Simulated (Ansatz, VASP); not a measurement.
**Pt: VASP beside Ansatz**

```
Pt
1.0
     0.00000    1.96997    1.96997
     1.96997    0.00000    1.96997
     1.96997    1.96997    0.00000
Pt
1
Direct
  0.00000 0.00000 0.00000
```

Alike in both runs: functional r2SCAN; k mesh 18 × 18 × 18; occupations gaussian, width 0.1 eV; no spin polarisation.

Ansatz relaxed the structure, and its values are those at the end. VASP's run is a single point on that final structure, the one shown.

```csv
,VASP,Ansatz
version,VASP 6.6.1,Ansatz 0.2.0
potentials or method,"VASP PAW PBE potentials, release 64 (Pt), cutoff 550 eV","scalar-relativistic, plane waves, PAW"
valence electrons in the cell,10,18
```

VASP gave:

* gap on the k mesh at the Fermi level (eV): none
* pressure (GPa): 0.8

Task: Which values does Ansatz return?

Result: gap on the k mesh at the Fermi level (eV): none; pressure (GPa): 0.0.

VASP's potentials were made for PBE, not for r2SCAN. A gap of «none» marks a metal or a gap that the smearing closes. With one functional, cell and mesh, what is left measures potentials, basis and numerics. VASP's potentials hold 10 valence electrons a cell and Ansatz's 18, so a difference there can come from the potentials and not from the codes.

Spin-orbit coupling is off throughout.
